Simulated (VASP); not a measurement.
**MoS2: relaxation of the atoms with PBE+D3(BJ)**

System: MoS2, a slab with vacuum.

```
S Mo
1.0
     3.15464    0.00000    0.00000
    -1.57732    2.73200    0.00000
     0.00000    0.00000   23.13553
S Mo
2 1
Direct
  0.33333 0.66667 0.43224
  0.33333 0.66667 0.56776
  0.00000 0.00000 0.50000
```

```json
{
 "Program": "VASP 6.6.1",
 "Task": "relaxation of the atoms",
 "Functional": "PBE",
 "Dispersion": "D3(BJ)",
 "Potentials or basis": "VASP PAW PBE potentials, release 64 (S, Mo_sv)",
 "Cutoff": "520 eV",
 "k mesh": "9 × 9 × 1",
 "Occupations": "gaussian, width 0.05 eV",
 "Spin": "no spin polarisation",
 "Dipole correction": "yes",
 "Further INCAR settings": "ALGO = Normal; EDIFF = 1e-06; IBRION = 2; EDIFFG = -0.04; NSW = 60"
}
```

| Property | Result |
| --- | --- |
| Largest force after relaxing | 0.022 eV/Å |
| Band gap on the k mesh | 1.78 eV |
| Dispersion energy per atom | -0.319 eV |

Forces in eV/Å, atoms in the order of the input:
```
S    0.000  0.000  0.022
S    0.000  0.000 -0.022
Mo   0.000  0.000  0.000
```

Final structure:
```cif
data_structure
_symmetry_space_group_name_H-M 'P 1'
_symmetry_Int_Tables_number 1
_cell_length_a 3.1546
_cell_length_b 3.1546
_cell_length_c 23.1355
_cell_angle_alpha 90.000
_cell_angle_beta 90.000
_cell_angle_gamma 120.000
_cell_volume 199.39
loop_
_atom_site_label
_atom_site_type_symbol
_atom_site_fract_x
_atom_site_fract_y
_atom_site_fract_z
_atom_site_occupancy
S1 S 0.33333 0.66667 0.43224 1
S2 S 0.33333 0.66667 0.56776 1
Mo1 Mo 0.00000 0.00000 0.50000 1
```

Levels at points of the mesh, in eV from the valence-band top:
| k point | band 11 | band 12 | band 13 | band 14 | band 15 | band 16 |
| --- | --- | --- | --- | --- | --- | --- |
| (0.00, 0.00, 0.00) | -1.45 | -1.45 | -0.09 | 2.84 | 2.84 | 3.07 |

It took 37 s on 1 thread of Intel(R) Xeon(R) Platinum 8559C (Emerald Rapids), with other jobs on the host, peak memory 0.32 GiB.

Caveat: the relaxation stopped at its first step, so nothing moved.
